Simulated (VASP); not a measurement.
Input of a VASP 6.6.1 run:

The input INCAR:

```
SYSTEM = TlCo2
  ALGO = Normal
  EDIFF = 1E-7
  ENCUT = 520
  GGA = PE
  ISIF = 2
  ISMEAR = 0
  ISPIN = 2
  LASPH = .TRUE.
  LCHARG = .FALSE.
  LMAXMIX = 4
  LORBIT = 11
  LREAL = .FALSE.
  LWAVE = .FALSE.
  MAGMOM = 0 1.78 1.78
  NBANDS = 26
  NELM = 150
  PREC = Accurate
  SIGMA = 0.1
```

The input KPOINTS:

```
k-points
0
G
  6 6 6
  0 0 0
```

The input POSCAR:

```
TlCo2
1.0
    4.1119976766      0.0000000000      0.0000000000
   -2.0559988383      3.5610944482      0.0000000000
    0.0000000000      0.0000000000      3.1444934307
Tl Co
1 2
Direct
    0.0000000000      0.0000000000      0.0000000000
    0.3333333333      0.6666666667      0.5000000000
    0.6666666667      0.3333333333      0.5000000000
```

Potentials or basis: VASP PAW PBE potentials, release 64 (Tl_d, Co).

Command:

```console
$ cat potpaw_PBE.64/Tl_d/POTCAR potpaw_PBE.64/Co/POTCAR > POTCAR
$ mpirun -np 1 vasp_std > vasp.out
```

Problem. Estimate the site moments.

Solution. Tl -0.04; Co +1.52 μB.

Problem. Estimate the net moment.

Solution. 2.95 μB per cell.

Problem. What does it give for the pressure?

Solution. -0.2 GPa.
